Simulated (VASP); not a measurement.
# GaGe (Cm) in VASP: further runs, part 2 of 2

VASP 6.6.1. The steps go on from the part before.

## Step 3: Single point, PBEsol

Input file INCAR:

```
PREC = Accurate ; ENCUT = 520
EDIFF = 1E-7 ; ISMEAR = 0
SIGMA = 0.15 ; LREAL = False
LASPH = True ; NELM = 100
ALGO = Normal ; ISIF = 2
LWAVE = False ; LCHARG = True
GGA = PS ; LELF = True
LVHAR = True ; NBANDS = 20
```

Input file KPOINTS:

```
Automatic mesh
0
Gamma
  14 14 14
```

Input file POSCAR:

```
GaGe
1.0
    0.0000000000      2.8978440000      2.8978440000
    2.8978440000      0.0000000000      2.8978440000
    2.8978440000      2.8978440000      0.0000000000
Ga Ge
1 1
Direct
    0.7500000000      0.7500000000      0.7500000000
    0.0122005667      0.0000000000      0.0000000000
```

Potentials or basis: VASP PAW PBE potentials, release 64 (Ga_d, Ge_d).

On the command line:

```
$ cat potpaw_PBE.64/Ga_d/POTCAR potpaw_PBE.64/Ge_d/POTCAR > POTCAR
$ mpirun -np 1 vasp_std > vasp.out
```

OUTCAR:

```text
PREC = Accurate
   ENCUT = 520
   EDIFF = 1E-7
   ISMEAR = 0
   LREAL = False
   LASPH = True
   NELM = 100
   ISIF = 2
   GGA = PS

 ion  position               nearest neighbor table
   1  0.750  0.750  0.750-   2 2.47   2 2.51   2 2.51   2 2.55
   2  0.012  0.000  0.000-   1 2.47   1 2.51   1 2.51   1 2.55

  LATTYP: Found a face centered cubic cell.
 ALAT       =     5.7956880000

  Lattice vectors:

 A1 = (   0.0000000000,   2.8978440000,   2.8978440000)
 A2 = (   2.8978440000,   0.0000000000,   2.8978440000)
 A3 = (   2.8978440000,   2.8978440000,   0.0000000000)

Analysis of symmetry for initial positions (statically):
=====================================================================
 Subroutine PRICEL returns:
 Original cell was already a primitive cell.

 Routine SETGRP: Setting up the symmetry group for a
 face centered cubic supercell.

 Subroutine GETGRP returns: Found  2 space group operations
 (whereof  2 operations were pure point group operations)
 out of a pool of 48 trial point group operations.

The static configuration has the point symmetry C_1h.

[... 150 lines left out ...]
 number of electron      27.0000000 magnetization

 Free energy of the ion-electron system (eV)
  ---------------------------------------------------
  ext. energy  EPLUGINS =         0.00000000
  ---------------------------------------------------
  free energy    TOTEN  =        -7.89096889 eV

  energy without entropy =       -7.87731851  energy(sigma->0) =       -7.88414370

 E-fermi :   2.8814     XC(G=0):  -9.7396

 val. band max:        2.8805316253   @ k =   0.4286  -0.2143  -0.2143
 cond. band min:       2.8879695862   @ k =   0.0000   0.5000   0.1429
 fundamental gap:      0.0074379609
 Fermi energy:         2.8814128526

 k-point     1 :       0.0000    0.0000    0.0000
  band No.  band energies     occupation
      1     -20.9697      2.00000
      2     -20.9668      2.00000
      3     -20.9637      2.00000
      4     -20.9463      2.00000
      5     -20.9460      2.00000
      6     -11.3859      2.00000
[... 541 lines left out ...]
     19      10.9432      0.00000
     20      12.4633      0.00000

 [... further k-points ...]
[... 5 lines left out ...]
  --------------------------------------------------------------------------------------
  -------------------------------------------------------------------------------------
  Total       -0.7448764     -0.7591489     -0.7591489     -0.2679368      0.0254238     -0.2679368
  in kB      -24.5210899    -24.9909378    -24.9909378     -8.8203928      0.8369420     -8.8203929
  external PRESSURE =     -24.8343218 kB  Pullay stress =       0.0000000 kB

 VOLUME and BASIS-vectors are now :
 -----------------------------------------------------------------------------
  energy-cutoff  :      520.00
  volume of cell :       48.67
      direct lattice vectors                 reciprocal lattice vectors
     0.000000000  2.897844000  2.897844000    -0.172542069  0.172542069  0.172542069
     2.897844000  0.000000000  2.897844000     0.172542069 -0.172542069  0.172542069
     2.897844000  2.897844000  0.000000000     0.172542069  0.172542069 -0.172542069

 POSITION                                       TOTAL-FORCE (eV/Angst)
 -----------------------------------------------------------------------------------
      4.34677      4.34677      4.34677        -0.025736      0.147574      0.147574
      0.00000      0.03536      0.03536         0.025736     -0.147574     -0.147574
 -----------------------------------------------------------------------------------
    total drift:                               -0.000007     -0.000766     -0.000767

  FREE ENERGIE OF THE ION-ELECTRON SYSTEM (eV)
  ---------------------------------------------------
  free  energy   TOTEN  =        -7.8909688944 eV

  energy  without entropy=       -7.8773185116  energy(sigma->0) =       -7.88414370
```

OSZICAR:

```text
N       E                     dE             d eps       ncg     rms          rms(c)
DAV:   1     0.161760726794E+03    0.16176E+03   -0.13857E+04 31436   0.298E+03
DAV:   2     0.159492793613E+02   -0.14581E+03   -0.14231E+03 30156   0.535E+02
DAV:   3    -0.722238334751E+01   -0.23172E+02   -0.23042E+02 33468   0.137E+02
DAV:   4    -0.795757936527E+01   -0.73520E+00   -0.73449E+00 34084   0.264E+01
DAV:   5    -0.797001632661E+01   -0.12437E-01   -0.12436E-01 33640   0.380E+00    0.222E+00
DAV:   6    -0.790775980267E+01    0.62257E-01   -0.10100E-01 35320   0.497E+00    0.123E+00
DAV:   7    -0.789150450144E+01    0.16255E-01   -0.30479E-02 40388   0.222E+00    0.263E-01
DAV:   8    -0.789087435481E+01    0.63015E-03   -0.56199E-03 32176   0.852E-01    0.578E-02
DAV:   9    -0.789095369420E+01   -0.79339E-04   -0.32296E-04 33676   0.233E-01    0.240E-02
DAV:  10    -0.789096683056E+01   -0.13136E-04   -0.38182E-05 33988   0.608E-02    0.662E-03
DAV:  11    -0.789096883595E+01   -0.20054E-05   -0.53100E-06 33840   0.262E-02    0.138E-03
DAV:  12    -0.789096889443E+01   -0.58473E-07   -0.57279E-07 39596   0.104E-02
   1 F= -.78909689E+01 E0= -.78841437E+01  d E =-.136504E-01
```

Run time: 8.2 min. Hardware: 1 thread of Intel Xeon Platinum 8259CL at 2.50GHz (Skylake/Cascade Lake), shared host; peak memory 0.78 GiB.

Results:

```
Free energy   : -7.8910 eV
Pressure      : -2.5 GPa
Largest force : 0.210 eV/Å
```

Forces in eV/Å, atoms in the order of the input:
```
Ga  -0.026  0.148  0.148
Ge   0.026 -0.148 -0.148
```

Stress tensor (GPa, compression positive):
```
-2.45 -0.88 -0.88
-0.88 -2.50  0.08
-0.88  0.08 -2.50
```

Levels at points of the mesh, in eV from the Fermi level:
```csv
k point,band 12,band 13,band 14,band 15,band 16,band 17
"(0.00, 0.00, 0.00)",1.58,1.74,1.89,2.08,4.27,4.39
"(0.50, 0.00, 0.00)",-5.48,0.38,0.50,2.14,5.31,5.50
"(0.00, 0.50, 0.00)",-5.34,0.32,0.54,2.06,5.20,5.54
"(0.50, 0.50, 0.50)",-5.21,0.35,0.48,1.99,5.23,5.43
"(0.50, 0.50, 0.00)",-5.77,-1.25,-1.18,2.27,2.45,10.98
"(0.00, 0.50, 0.50)",-5.78,-1.21,-1.21,2.30,2.42,11.05
```

Caveat: the cell differs from its parent crystal (all Ge atoms moved -0.050 Å, as atom 2 towards its neighbour atom 2 (Ge) at 4.098 Å); the PAW data sets were made with another functional, which shifts forces and pressure a little.

## Step 4: Single point, PBEsol

Input file INCAR:

```
PREC     = Accurate       # precision mode
ENCUT    = 520            # plane-wave cutoff, eV
EDIFF    = 1E-6           # SCF threshold, eV
ISMEAR   = 0              # smearing method
SIGMA    = 0.15           # smearing width, eV
LREAL    = False          # projectors in reciprocal space
LASPH    = True           # aspherical terms in the spheres
NELM     = 100            # most SCF steps
ALGO     = Normal         # electronic algorithm
ISIF     = 2              # what is computed and relaxed
LWAVE    = False          # write WAVECAR
LCHARG   = False          # write CHGCAR
GGA      = PS             # functional
NBANDS   = 20             # bands
```

Input file KPOINTS:

```
regular mesh
0
Gamma
  14 14 14
```

Edit POSCAR of step 3 so:

```diff
@@ -9,2 +9,2 @@
     0.7500000000      0.7500000000      0.7500000000
-    0.0122005667      0.0000000000      0.0000000000
+    0.0244011334      0.0000000000      0.0000000000
```

On the command line:

```
$ cat potpaw_PBE.64/Ga_d/POTCAR potpaw_PBE.64/Ge_d/POTCAR > POTCAR
$ mpirun -np 1 vasp_std > vasp.out
```

It took 8 min on 1 thread of Intel Xeon Platinum 8259CL at 2.50GHz (Skylake/Cascade Lake), shared host; peak memory 0.77 GiB.

Results (log left out):

- Free energy: -7.8751 eV
- Pressure: -2.3 GPa
- Largest force: 0.440 eV/Å

Forces in eV/Å, atoms in the order of the input:
```
Ga  -0.104  0.303  0.303
Ge   0.104 -0.303 -0.303
```

Stress tensor (GPa, compression positive):
```
-2.22 -1.78 -1.78
-1.78 -2.40  0.33
-1.78  0.33 -2.40
```

Levels at points of the mesh, in eV from the Fermi level:
```csv
k point,band 12,band 13,band 14,band 15,band 16,band 17
"(0.00, 0.00, 0.00)",1.42,1.75,2.03,2.08,4.16,4.38
"(0.50, 0.00, 0.00)",-5.62,0.32,0.57,2.21,5.26,5.63
"(0.00, 0.50, 0.00)",-5.34,0.21,0.66,2.06,5.03,5.70
"(0.50, 0.50, 0.50)",-5.08,0.27,0.54,1.91,5.09,5.49
"(0.50, 0.50, 0.00)",-5.76,-1.28,-1.15,2.20,2.50,10.91
"(0.00, 0.50, 0.50)",-5.79,-1.22,-1.19,2.29,2.41,11.05
```

Caveat: the cell differs from its parent crystal (all Ge atoms moved -0.100 Å, as atom 2 towards its neighbour atom 2 (Ge) at 4.098 Å); the PAW data sets were made with another functional, which shifts forces and pressure a little.

## Step 5: Single point, PBEsol

Input file INCAR:

```
SYSTEM = GaGe
ALGO = Normal ; EDIFF = 1E-7
ENCUT = 520 ; GGA = PS
ISIF = 2 ; ISMEAR = 0
LASPH = .True. ; LCHARG = .False.
LREAL = .False. ; LWAVE = .False.
NBANDS = 20 ; NELM = 100
PREC = Accurate ; SIGMA = 0.15
```

Input file KPOINTS:

```
k-points
0
Gamma
  14 14 14
  0 0 0
```

Edit POSCAR of step 4 so:

```diff
@@ -9,2 +9,2 @@
     0.7500000000      0.7500000000      0.7500000000
-    0.0244011334      0.0000000000      0.0000000000
+   -0.0183008501      0.0000000000      0.0000000000
```

On the command line:

```
$ cat potpaw_PBE.64/Ga_d/POTCAR potpaw_PBE.64/Ge_d/POTCAR > POTCAR
$ mpirun -np 1 vasp_std > vasp.out
```

It took 8 min on 1 thread of Intel Xeon Platinum 8259CL at 2.50GHz (Skylake/Cascade Lake), shared host; peak memory 0.77 GiB.

Results (log left out):

- Free energy: -7.8844 eV
- Pressure: -2.4 GPa
- Largest force: 0.321 eV/Å

Forces in eV/Å, atoms in the order of the input:
```
Ga  -0.058 -0.223 -0.223
Ge   0.058  0.223  0.223
```

Stress tensor (GPa, compression positive):
```
-2.36  1.33  1.33
 1.33 -2.46  0.19
 1.33  0.19 -2.46
```

Levels at points of the mesh, in eV from the Fermi level:
| k point | band 11 | band 12 | band 13 | band 14 | band 15 | band 16 | band 17 | band 18 |
| --- | --- | --- | --- | --- | --- | --- | --- | --- |
| (0.00, 0.00, 0.00) | -10.51 | 1.50 | 1.74 | 1.96 | 2.08 | 4.21 | 4.39 | 4.60 |
| (0.50, 0.00, 0.00) | -8.62 | -5.15 | 0.31 | 0.51 | 1.95 | 5.16 | 5.46 | 8.06 |
| (0.00, 0.50, 0.00) | -8.54 | -5.34 | 0.26 | 0.60 | 2.06 | 5.12 | 5.62 | 8.11 |
| (0.50, 0.50, 0.50) | -8.46 | -5.55 | 0.35 | 0.54 | 2.18 | 5.28 | 5.57 | 8.17 |
| (0.50, 0.50, 0.00) | -7.49 | -5.77 | -1.26 | -1.16 | 2.24 | 2.47 | 10.94 | 11.17 |
| (0.00, 0.50, 0.50) | -7.48 | -5.78 | -1.21 | -1.20 | 2.29 | 2.41 | 11.05 | 11.07 |

Caveat: the cell differs from its parent crystal (all Ge atoms moved +0.075 Å, as atom 2 towards its neighbour atom 2 (Ge) at 4.098 Å); the PAW data sets were made with another functional, which shifts forces and pressure a little.
